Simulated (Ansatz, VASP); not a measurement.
**C: VASP beside Ansatz**

The input INCAR:

```
PREC     = Accurate       # precision mode
ENCUT    = 520            # plane-wave cutoff, eV
EDIFF    = 1E-7           # SCF threshold, eV
ISMEAR   = 0              # smearing method
SIGMA    = 0.05           # smearing width, eV
LREAL    = F              # projectors in reciprocal space
LASPH    = T              # aspherical terms in the spheres
NELM     = 80             # most SCF steps
ALGO     = Normal         # electronic algorithm
ISIF     = 2              # what is computed and relaxed
LWAVE    = F              # write WAVECAR
LCHARG   = F              # write CHGCAR
GGA      = PS             # functional
NBANDS   = 11             # bands
```

File KPOINTS:

```
Automatic mesh
0
Gamma
  15 15 15
```

File POSCAR:

```
C
1.0
    1.2280263465      0.7090013417      3.4306861104
   -1.2280263465      0.7090013417      3.4306861104
    0.0000000000     -1.4180026834      3.4306861104
C
2
Direct
    0.1640000000      0.1640000000      0.1640000000
    0.8360000000      0.8360000000      0.8360000000
```

Input for Ansatz:

```yaml
crystal:
  lattice:
    - [1.2280263465, 0.7090013417, 3.4306861104]
    - [-1.2280263465, 0.7090013417, 3.4306861104]
    - [0.0, -1.4180026834, 3.4306861104]
  atoms:
    - { symbol: C, position: [0.164, 0.164, 0.164] }
    - { symbol: C, position: [0.836, 0.836, 0.836] }
basis:
  ecutwfc: 420
kpoints:
  mp_grid: { grid: [15, 15, 15] }
hamiltonian:
  xc: pbesol
scf:
  occupations: { method: gaussian, width: 0.05 }
output:
  forces: true
  stress: true
  eigenvalues: true
```

Change from the starting cell: strain +0.000 along x and y, +0.025 along z, atoms carried along.

Alike in both runs: task single point; functional PBEsol; k mesh 15 × 15 × 15; occupations gaussian, width 0.05 eV; no spin polarisation.

|  | VASP | Ansatz |
| --- | --- | --- |
| version | VASP 6.6.1 | Ansatz 0.2.0 |
| potentials or method | VASP PAW PBE potentials, release 64 (C), cutoff 520 eV | scalar-relativistic, plane waves, PAW |
| valence electrons in the cell | 8 | 8 |

|  | VASP | Ansatz | Ansatz less VASP |
| --- | --- | --- | --- |
| gap on the k mesh at the Fermi level (eV) | 0.67 | 0.66 | -0.002 |
| least direct gap on the mesh (eV) | 0.67 | 0.66 | -0.002 |
| pressure (GPa) | 1.6 | 1.0 | -0.67 |
| traceless stress, the component that is largest in VASP (GPa) | -1.52 | -0.78 | +0.739 |
| rms of the force components (eV/Å) | 0.516 | 0.518 | +0.0023 |

VASP's potentials were made for PBE, not for PBEsol. Atom by atom the forces differ by 0.002 eV/Å (rms over components).
